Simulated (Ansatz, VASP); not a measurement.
# One calculation of Bi4Te3, two programs

INCAR

```
  ALGO = Fast
  EDIFF = 1E-6
  EDIFFG = -0.01
  ENCUT = 600
  GGA = PE
  IBRION = 2
  ISIF = 3
  ISMEAR = 0
  LASPH = True
  LCHARG = False
  LREAL = False
  LWAVE = False
  NELM = 100
  NSW = 100
  PREC = Accurate
  SIGMA = 0.1
```

The input KPOINTS:

```
k-points
0
Gamma
  6 6 6
```

POSCAR

```
Bi4Te3
1.0
    6.5282169052      0.0000000000      0.0000000000
    0.0000000000      6.5282169052      0.0000000000
    0.0000000000      0.0000000000      6.5282169052
Bi Te
4 3
Direct
    0.8127175718      0.1872824282      0.1872824282
    0.1872824282      0.8127175718      0.1872824282
    0.1872824282      0.1872824282      0.8127175718
    0.8127175718      0.8127175718      0.8127175718
    0.5000000000      0.5000000000      0.0000000000
    0.5000000000      0.0000000000      0.5000000000
    0.0000000000      0.5000000000      0.5000000000
```

Input for Ansatz:

```yaml
crystal:
  lattice:
    - [6.5282169052, 0.0, 0.0]
    - [0.0, 6.5282169052, 0.0]
    - [0.0, 0.0, 6.5282169052]
  atoms:
    - { symbol: Bi, position: [0.8127175718, 0.1872824282, 0.1872824282] }
    - { symbol: Bi, position: [0.1872824282, 0.8127175718, 0.1872824282] }
    - { symbol: Bi, position: [0.1872824282, 0.1872824282, 0.8127175718] }
    - { symbol: Bi, position: [0.8127175718, 0.8127175718, 0.8127175718] }
    - { symbol: Te, position: [0.5, 0.5, 0.0] }
    - { symbol: Te, position: [0.5, 0.0, 0.5] }
    - { symbol: Te, position: [0.0, 0.5, 0.5] }
basis:
  ecutwfc: 420
kpoints:
  mp_grid: { grid: [6, 6, 6] }
hamiltonian:
  xc: pbe
scf:
  occupations: { method: gaussian, width: 0.1 }
output:
  forces: true
  stress: true
  eigenvalues: true
relax:
  adjacent_minimum: "off"
  f_tol: 0.01
  max_steps: 80
  cell: { stress_tol: 0.05 }
```

Alike in both runs: task relaxation of cell and atoms; functional PBE; k mesh 6 × 6 × 6; occupations gaussian, width 0.1 eV; no spin polarisation.

|  | VASP | Ansatz |
| --- | --- | --- |
| version | VASP 6.6.1 | Ansatz 0.2.0 |
| potentials or method | VASP PAW PBE potentials, release 64 (Bi_d, Te), cutoff 600 eV | scalar-relativistic, plane waves, PAW |
| valence electrons in the cell | 78 | 108 |

```tsv
	VASP	Ansatz	Ansatz less VASP
gap on the k mesh at the Fermi level, each at its own relaxed structure (eV)	none	none	-
relaxed volume (Å³/atom)	39.24	39.30	+0.059
relaxed cell length with the largest relative difference (Å)	6.500	6.504	+0.0033
```

A gap of «none» marks a metal or a gap that the smearing closes. VASP's potentials hold 78 valence electrons a cell and Ansatz's 108, so a difference there can come from the potentials and not from the codes.

Neither program's run includes spin-orbit coupling.
